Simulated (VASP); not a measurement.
# TiO (P-6m2) in VASP: settings compared

Aim: see how the results for TiO move with the level of theory and the settings. Levels: PBEsol, r2SCAN. Tasks: single point.

Program: VASP 6.6.1. These are calculated values, not measurements. Logs are shortened: lines on timing, memory, paths and dates and some standing lists are left out, and cuts for length are marked.

**1. The cell of the first run**

It takes space group P-6m2 (No. 187, hexagonal). Conventional cell: a = 2.789 Å, b = 2.789 Å, c = 2.794 Å, α = 90.00°, β = 90.00°, γ = 120.00°. Ti (site symmetry -6m2) has 6 O at 2.13 Å and 8 Ti at 2.79 Å within 2.8 Å. Within 2.8 Å of O (site symmetry -6m2) lie 6 Ti at 2.13 Å and 8 O at 2.79 Å.

**2. Single point, PBEsol**

INCAR reads:

```
PREC = Accurate
ENCUT = 520
EDIFF = 1E-6
ISMEAR = 0
SIGMA = 0.1
LREAL = F
LASPH = T
NELM = 60
ALGO = Normal
ISIF = 2
LWAVE = F
LCHARG = T
GGA = PS
LELF = T
LVHAR = T
NBANDS = 16
```

KPOINTS reads:

```
Automatic mesh
0
Gamma
  18 18 14
```

POSCAR reads:

```
TiO
1.0
    2.7889393812      0.0000000000      0.0000000000
   -1.3944696906      2.4152923537      0.0000000000
    0.0000000000      0.0000000000      2.7937897305
Ti O
1 1
Direct
    0.6666666667      0.3333333333      0.0000000000
    0.0000000000      0.0000000000      0.5000000000
```

Potentials or basis: VASP PAW PBE potentials, release 64 (Ti_sv, O).

Launch:

```bash
$ cat potpaw_PBE.64/Ti_sv/POTCAR potpaw_PBE.64/O/POTCAR > POTCAR
$ mpirun -np 1 vasp_std > vasp.out
```

OUTCAR:

```text
PREC = Accurate
   ENCUT = 520
   EDIFF = 1E-6
   ISMEAR = 0
   LREAL = F
   LASPH = T
   NELM = 60
   ISIF = 2
   GGA = PS

 ion  position               nearest neighbor table
   1  0.667  0.333  0.000-   2 2.13   2 2.13   2 2.13   2 2.13   2 2.13   2 2.13
   2  0.000  0.000  0.500-   1 2.13   1 2.13   1 2.13   1 2.13   1 2.13   1 2.13

  LATTYP: Found a hexagonal cell.
 ALAT       =     2.7889393812
 C/A-ratio  =     1.0017391376

  Lattice vectors:

 A1 = (   2.7889393812,   0.0000000000,   0.0000000000)
 A2 = (  -1.3944696906,   2.4152923537,   0.0000000000)
 A3 = (   0.0000000000,   0.0000000000,   2.7937897305)

Analysis of symmetry for initial positions (statically):
=====================================================================
 Subroutine PRICEL returns:
 Original cell was already a primitive cell.

 Routine SETGRP: Setting up the symmetry group for a
 hexagonal supercell.

 Subroutine GETGRP returns: Found 12 space group operations
 (whereof 12 operations were pure point group operations)
 out of a pool of 24 trial point group operations.

The static configuration has the point symmetry D_3h.

Analysis of symmetry for dynamics (positions and initial velocities):
=====================================================================
 Subroutine PRICEL returns:
 Original cell was already a primitive cell.

 Routine SETGRP: Setting up the symmetry group for a
 hexagonal supercell.

 Subroutine GETGRP returns: Found 12 space group operations
 (whereof 12 operations were pure point group operations)
 out of a pool of 24 trial point group operations.

The dynamic configuration has the point symmetry D_3h.

 Subroutine INISYM returns: Found 12 space group operations
 (whereof 12 operations are pure point group operations),
 and found     1 'primitive' translations

----------------------------------------------------------------------------------------

                                     Primitive cell

  volume of cell :      18.8193

  direct lattice vectors                    reciprocal lattice vectors
     2.788939381  0.000000000  0.000000000     0.358559245  0.207014277  0.000000000
    -1.394469691  2.415292354  0.000000000     0.000000000  0.414028554  0.000000000
     0.000000000  0.000000000  2.793789730     0.000000000  0.000000000  0.357936744

  length of vectors
     2.788939381  2.788939381  2.793789730     0.414028554  0.414028554  0.357936744

  position of ions in fractional coordinates (direct lattice)
     0.666666667  0.333333333  0.000000000
     0.000000000  0.000000000  0.500000000

  ion indices of the primitive-cell ions
   primitive index   ion index
                 1           1
                 2           2

----------------------------------------------------------------------------------------

 KPOINTS: Automatic mesh

Automatic generation of k-mesh.
 Grid dimensions read from file:
 generate k-points for:   18   18   14

 Generating k-lattice:

  Cartesian coordinates                     Fractional coordinates (reciprocal lattice)
     0.019919958  0.011500793  0.000000000     0.055555556  0.000000000  0.000000000
     0.000000000  0.023001586  0.000000000     0.000000000  0.055555556  0.000000000
     0.000000000  0.000000000  0.025566910     0.000000000  0.000000000  0.071428571

  Length of vectors
     0.023001586  0.023001586  0.025566910

  Shift w.r.t. Gamma in fractional coordinates (k-lattice)
     0.000000000  0.000000000  0.000000000

 Subroutine IBZKPT returns following result:
 ===========================================

 Found    296 irreducible k-points:

 Following reciprocal coordinates:
            Coordinates               Weight
  0.000000  0.000000  0.000000      1.000000
  0.055556  0.000000  0.000000      6.000000
  0.111111  0.000000  0.000000      6.000000
  0.166667  0.000000  0.000000      6.000000
  0.222222  0.000000  0.000000      6.000000
  0.277778  0.000000  0.000000      6.000000
[... 16 lines left out ...]
  0.333333  0.111111  0.000000     12.000000
  0.388889  0.111111  0.000000     12.000000
 [... further k-points ...]
   k-points           NKPTS =    296   k-points in BZ     NKDIM =    296   number of bands    NBANDS=     16
   number of dos      NEDOS =    301   number of ions     NIONS =      2
   total plane-waves  NPLWV =  13824
   dimension x,y,z NGX =    24 NGY =   24 NGZ =   24
   dimension x,y,z NGXF=    48 NGYF=   48 NGZF=   48
   ions per type =               1   1
   NGX,Y,Z   is equivalent  to a cutoff of  14.31, 14.31, 14.28 a.u.
   NGXF,Y,Z  is equivalent  to a cutoff of  28.61, 28.61, 28.56 a.u.
 SYSTEM =  unknown system
   PREC   = accura    normal or accurate (medium, high low for compatibility)
   ISTART =      0    job   : 0-new  1-cont  2-samecut
   ICHARG =      2    charge: 1-file 2-atom 10-const
   ISPIN  =      1    spin polarized calculation?
   LNONCOLLINEAR =      F non collinear calculations
   LSORBIT =      F    spin-orbit coupling
   LASPH  =      T    aspherical Exc in radial PAW
   ENCUT  =  520.0 eV  38.22 Ry    6.18 a.u.   5.19  5.19  5.19*2*pi/ulx,y,z
   NELM   =     60;   NELMIN=  2; NELMDL= -5     # of ELM steps
   EDIFF  = 0.1E-05   stopping-criterion for ELM
   LREAL  =      F    real-space projection
   EDIFFG = 0.1E-04   stopping-criterion for IOM
   NSW    =      0    number of steps for IOM
   IBRION =     -1    ionic relax: 0-MD 1-quasi-New 2-CG
   NFREE  =      0    steps in history (QN), initial steepest desc. (CG)
   ISIF   =      2    stress and relaxation
   ISYM   =      2    0-nonsym 1-usesym 2-fastsym
   POTIM  = 0.5000    time-step for ionic-motion
   TEBEG  =    0.0;   TEEND  =   0.0 temperature during run
   PSTRESS=    0.0 pullay stress
   NELECT =      18.0000    total number of electrons
   NUPDOWN=      -1.0000    fix difference up-down
   EMIN   =  10.00;   EMAX   =-10.00  energy-range for DOS
   EFERMI =   0.00;   METHOD = LEGACY
   ISMEAR =     0;   SIGMA  =   0.10  broadening in eV -4-tet -1-fermi 0-gaus
   EFERMI_NEDOS =   21; number of points for ismear=-14 and -15
   IALGO  =     38    algorithm
   IMIX   =      4    mixing-type and parameters
     AMIX     =   0.40;   BMIX     =  1.00
     AMIX_MAG =   1.60;   BMIX_MAG =  1.00
  volume/ion in A,a.u.               =       9.41        63.50
  Fermi-wavevector in a.u.,A,eV,Ry     =   1.612989  3.048108 35.398749  2.601735
  Thomas-Fermi vector in A             =   2.708131
   LORBIT       =      0    0 simple, 1 ext, 2 COOP (PROOUT), +10 PAW based schemes
   GGA     = PS    functional components
   LHFCALC =     F    Hartree Fock is set to
   AEXX    =    0.0000 exact exchange contribution
   IVDW    =     0    specifies the selected vdW correction
   LEPSILON=     F    determine dielectric tensor
   LRPA    =     F    only Hartree local field effects (RPA)
 non-spin polarized calculation
 Gauss-broadening in eV      SIGMA  =   0.10
  energy-cutoff  :      520.00
  volume of cell :       18.82
 maximum number of plane-waves:       527
 NGX is ok and might be reduce to    24
   NGX = 11   NGY = 11   NGZ = 11

 number of electron      17.9999999 magnetization

 Free energy of the ion-electron system (eV)
  ---------------------------------------------------
  ext. energy  EPLUGINS =         0.00000000
  ---------------------------------------------------
  free energy    TOTEN  =       -18.77276886 eV

  energy without entropy =      -18.77254694  energy(sigma->0) =      -18.77265790

 E-fermi :  11.6283     XC(G=0): -13.2557

 val. band max:       11.4475283332   @ k =   0.0556   0.0000   0.5000
 cond. band min:      11.6293986333   @ k =   0.0000   0.0000   0.5000
 fundamental gap:      0.1818703001
 Fermi energy:        11.6282557221

 k-point     1 :       0.0000    0.0000    0.0000
  band No.  band energies     occupation
      1     -45.8786      2.00000
      2     -22.1441      2.00000
      3     -21.7603      2.00000
      4     -21.7603      2.00000
      5     -10.4092      2.00000
      6       5.8406      2.00000
[... 8 lines left out ...]
     15      25.8976      0.00000
     16      28.9740      0.00000

 k-point     2 :       0.0556    0.0000    0.0000
  band No.  band energies     occupation
      1     -45.8741      2.00000
      2     -22.1401      2.00000
      3     -21.7913      2.00000
      4     -21.7663      2.00000
      5     -10.3677      2.00000
      6       5.6839      2.00000
[... 8 lines left out ...]
     15      25.8253      0.00000
     16      28.9355      0.00000

 k-point     3 :       0.1111    0.0000    0.0000
  band No.  band energies     occupation
      1     -45.8611      2.00000
      2     -22.1285      2.00000
      3     -21.8796      2.00000
      4     -21.7835      2.00000
      5     -10.2483      2.00000
      6       5.2705      2.00000
[... 8 lines left out ...]
     15      25.6413      0.00000
     16      28.8017      0.00000

 k-point     4 :       0.1667    0.0000    0.0000
  band No.  band energies     occupation
      1     -45.8411      2.00000
      2     -22.1108      2.00000
      3     -22.0126      2.00000
      4     -21.8098      2.00000
      5     -10.0656      2.00000
      6       4.7165      2.00000
[... 8 lines left out ...]
     15      25.4160      0.00000
     16      28.5336      0.00000

 k-point     5 :       0.2222    0.0000    0.0000
  band No.  band energies     occupation
      1     -45.8164      2.00000
      2     -22.1720      2.00000
      3     -22.0890      2.00000
      4     -21.8419      2.00000
      5      -9.8408      2.00000
      6       4.1252      2.00000
[... 8 lines left out ...]
     15      25.2045      0.00000
     16      28.1045      0.00000

 k-point     6 :       0.2778    0.0000    0.0000
  band No.  band energies     occupation
      1     -45.7900      2.00000
      2     -22.3374      2.00000
      3     -22.0656      2.00000
      4     -21.8759      2.00000
      5      -9.6001      2.00000
      6       3.5679      2.00000
[... 8 lines left out ...]
     15      24.9974      0.00000
     16      27.5585      0.00000

 k-point     7 :       0.3333    0.0000    0.0000
  band No.  band energies     occupation
      1     -45.7651      2.00000
      2     -22.4892      2.00000
      3     -22.0437      2.00000
      4     -21.9076      2.00000
      5      -9.3715      2.00000
      6       3.0920      2.00000
[... 8 lines left out ...]
     15      24.6862      0.00000
     16      27.0658      0.00000

 k-point     8 :       0.3889    0.0000    0.0000
  band No.  band energies     occupation
      1     -45.7447      2.00000
      2     -22.6106      2.00000
      3     -22.0257      2.00000
      4     -21.9334      2.00000
      5      -9.1828      2.00000
      6       2.7295      2.00000
[... 8 lines left out ...]
     15      24.1766      0.00000
     16      26.8137      0.00000

 k-point     9 :       0.4444    0.0000    0.0000
  band No.  band energies     occupation
      1     -45.7313      2.00000
      2     -22.6888      2.00000
      3     -22.0139      2.00000
      4     -21.9501      2.00000
      5      -9.0582      2.00000
      6       2.5029      2.00000
[... 8 lines left out ...]
     15      23.6425      0.00000
     16      26.7630      0.00000
[... 172 lines left out ...]
 k-point    19 :       0.1111    0.1111    0.0000
  band No.  band energies     occupation
      1     -45.8300      2.00000
      2     -22.1010      2.00000
      3     -22.0746      2.00000
      4     -21.8351      2.00000
      5      -9.9644      2.00000
      6       4.4811      2.00000
[... 8 lines left out ...]
     15      25.3226      0.00000
     16      28.3803      0.00000

 k-point    20 :       0.1667    0.1111    0.0000
  band No.  band energies     occupation
      1     -45.8067      2.00000
      2     -22.2119      2.00000
      3     -22.0804      2.00000
      4     -21.8769      2.00000
      5      -9.7525      2.00000
      6       3.9952      2.00000
[... 8 lines left out ...]
     15      25.1560      0.00000
     16      27.9724      0.00000

 k-point    21 :       0.2222    0.1111    0.0000
  band No.  band energies     occupation
      1     -45.7819      2.00000
      2     -22.3541      2.00000
      3     -22.0585      2.00000
      4     -21.9218      2.00000
      5      -9.5255      2.00000
      6       3.5338      2.00000
[... 8 lines left out ...]
     15      24.9868      0.00000
     16      27.4600      0.00000

 k-point    22 :       0.2778    0.1111    0.0000
  band No.  band energies     occupation
      1     -45.7585      2.00000
      2     -22.4848      2.00000
      3     -22.0378      2.00000
      4     -21.9641      2.00000
      5      -9.3100      2.00000
      6       3.1386      2.00000
[... 8 lines left out ...]
     15      24.7237      0.00000
     16      26.9748      0.00000

 k-point    23 :       0.3333    0.1111    0.0000
  band No.  band energies     occupation
      1     -45.7393      2.00000
      2     -22.5894      2.00000
      3     -22.0209      2.00000
      4     -21.9985      2.00000
      5      -9.1324      2.00000
      6       2.8378      2.00000
[... 8 lines left out ...]
     15      24.2751      0.00000
     16      26.6813      0.00000

 k-point    24 :       0.3889    0.1111    0.0000
  band No.  band energies     occupation
      1     -45.7267      2.00000
      2     -22.6568      2.00000
      3     -22.0209      2.00000
      4     -22.0099      2.00000
      5      -9.0153      2.00000
      6       2.6501      2.00000
[... 8 lines left out ...]
     15      23.7761      0.00000
     16      26.5766      0.00000

 [... further k-points ...]
[... 5 lines left out ...]
  --------------------------------------------------------------------------------------
  -------------------------------------------------------------------------------------
  Total        0.0728943      0.0728943      0.1051680      0.0000000     -0.0000000      0.0000000
  in kB        6.2058545      6.2058545      8.9534789      0.0000000     -0.0000000      0.0000000
  external PRESSURE =       7.1217293 kB  Pullay stress =       0.0000000 kB

 VOLUME and BASIS-vectors are now :
 -----------------------------------------------------------------------------
  energy-cutoff  :      520.00
  volume of cell :       18.82
      direct lattice vectors                 reciprocal lattice vectors
     2.788939381  0.000000000  0.000000000     0.358559245  0.207014277  0.000000000
    -1.394469691  2.415292354  0.000000000     0.000000000  0.414028554  0.000000000
     0.000000000  0.000000000  2.793789730     0.000000000  0.000000000  0.357936744

 POSITION                                       TOTAL-FORCE (eV/Angst)
 -----------------------------------------------------------------------------------
      1.39447      0.80510      0.00000        -0.000000     -0.000000      0.000000
      0.00000      0.00000      1.39689         0.000000      0.000000      0.000000
 -----------------------------------------------------------------------------------
    total drift:                               -0.000000      0.000000      0.000000

  FREE ENERGIE OF THE ION-ELECTRON SYSTEM (eV)
  ---------------------------------------------------
  free  energy   TOTEN  =       -18.7727688570 eV

  energy  without entropy=      -18.7725469359  energy(sigma->0) =      -18.77265790
```

Run time: 53 s. Hardware: 1 thread of Intel Xeon Platinum 8488C (Sapphire Rapids), shared host; peak memory 0.21 GiB.

What came out:

```yaml
Free_energy: -18.7728 eV
Pressure: 0.7 GPa
Band_gap_on_the_k_mesh: zero (band 9 reaches 11.73 eV, above the bottom of band 10 at 11.63 eV)
```

Stress tensor (GPa, compression positive):
```
0.62 0.00 0.00
0.00 0.62 0.00
0.00 0.00 0.90
```

Caveat: the PAW data sets were made with another functional, which shifts forces and pressure a little; semilocal functionals often make such compounds metallic where correlation or magnetic order opens a gap, which also shifts bond lengths.

**3. Single point, r2SCAN**

This run uses another cell than the first one, of 9.59 Å³/atom, 1.019 times its volume.

POSCAR reads:

```
TiO
1.0
    2.8034570917      0.0000000000      0.0000000000
   -1.4017285458      2.4278650599      0.0000000000
    0.0000000000      0.0000000000      2.8186091548
Ti O
1 1
Direct
    0.6666666667      0.3333333333      0.0000000000
    0.0000000000      0.0000000000      0.5000000000
```

INCAR.step1 reads:

```
SYSTEM = TiO
PREC = Accurate
ENCUT = 520
ISMEAR = 0
SIGMA = 0.1
LREAL = .FALSE.
LASPH = .TRUE.
NELM = 100
NBANDS = 16
GGA = PE
ALGO = Normal
EDIFF = 1E-4
LWAVE = .TRUE.
LCHARG = .FALSE.
```

INCAR.step2 reads:

```
SYSTEM = TiO
PREC = Accurate
ENCUT = 520
EDIFF = 1E-6
ISMEAR = 0
SIGMA = 0.1
LREAL = .FALSE.
LASPH = .TRUE.
NELM = 100
ALGO = Normal
ISIF = 2
LWAVE = .FALSE.
LCHARG = .FALSE.
METAGGA = R2SCAN
LMIXTAU = .TRUE.
NBANDS = 16
ISTART = 1
```

KPOINTS reads:

```
Automatic mesh
0
G
  18 18 14
  0 0 0
```

Potentials or basis: VASP PAW PBE potentials, release 64 (Ti_sv, O).

Launch:

```bash
$ cat potpaw_PBE.64/Ti_sv/POTCAR potpaw_PBE.64/O/POTCAR > POTCAR
$ cp INCAR.step1 INCAR
$ mpirun -np 1 vasp_std > vasp.out
$ cp INCAR.step2 INCAR
$ mpirun -np 1 vasp_std > vasp.out
```

It took 3.3 min on 1 thread of Intel Xeon Platinum 8488C (Sapphire Rapids), shared host; peak memory 0.21 GiB.

The run converged. Its results:

| Item | Value |
| --- | --- |
| Free energy | -24.3768 eV |
| Pressure | 1.8 GPa |
| Band gap on the k mesh | zero (band 9 reaches 11.64 eV, above the bottom of band 10 at 11.61 eV) |

Stress tensor (GPa, compression positive):
```
1.63 0.00 0.00
0.00 1.63 0.00
0.00 0.00 2.21
```

Levels at points of the mesh, in eV from the Fermi level:
```
           k point  band 6  band 7  band 8  band 9  band 10  band 11  band 12  band 13
(0.00, 0.00, 0.00)   -6.06   -6.06   -5.87   -3.16     1.69     1.69     1.96     2.35
(0.50, 0.00, 0.00)   -9.43   -6.94   -5.82   -2.61     1.85     2.01     3.02     3.04
(0.00, 0.00, 0.50)   -9.77   -5.69   -5.69    0.01     0.01     0.61     2.16     2.16
(0.50, 0.00, 0.50)   -8.45   -8.34   -7.03   -0.96     2.02     2.97     3.01     3.82
```

Caveat: the PAW data sets were made with another functional, which shifts forces and pressure a little; semilocal functionals often make such compounds metallic where correlation or magnetic order opens a gap, which also shifts bond lengths.
